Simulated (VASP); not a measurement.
## MgB: single point with PBE-based global hybrid

MgB:

```xyz
2
Lattice="2.8952 0.0000 0.0000 0.0000 2.8952 0.0000 0.0000 0.0000 2.8952" Properties=species:S:1:pos:R:3 pbc="T T T"
Mg    0.0000    0.0000    0.0000
B     1.4476    1.4476    1.4476
```

```json
{
  "Program": "VASP 6.6.1",
  "Task": "single point",
  "Functional": "PBE-based global hybrid",
  "Potentials or basis": "VASP PAW PBE potentials, release 64 (Mg, B)",
  "Cutoff": "520 eV",
  "k mesh": "5 × 5 × 5",
  "Occupations": "fermi-dirac, width 0.05 eV",
  "Spin": "no spin polarisation"
}
```

| Quantity | Value |
| --- | --- |
| Pressure | -1.2 GPa |

Levels at points of the mesh, in eV from the Fermi level:
```csv
k point,band 1,band 2,band 3,band 4,band 5
"(0.00, 0.00, 0.00)",-13.02,3.16,3.16,3.16,7.69
```

Run time: 2.1 min on 1 thread of Intel Xeon 8259CL (shared host), peak memory 0.15 GiB.

Caveat: the k points lie up to 0.43 Å⁻¹ apart; the PAW data sets were made with another functional, which shifts forces and pressure a little.
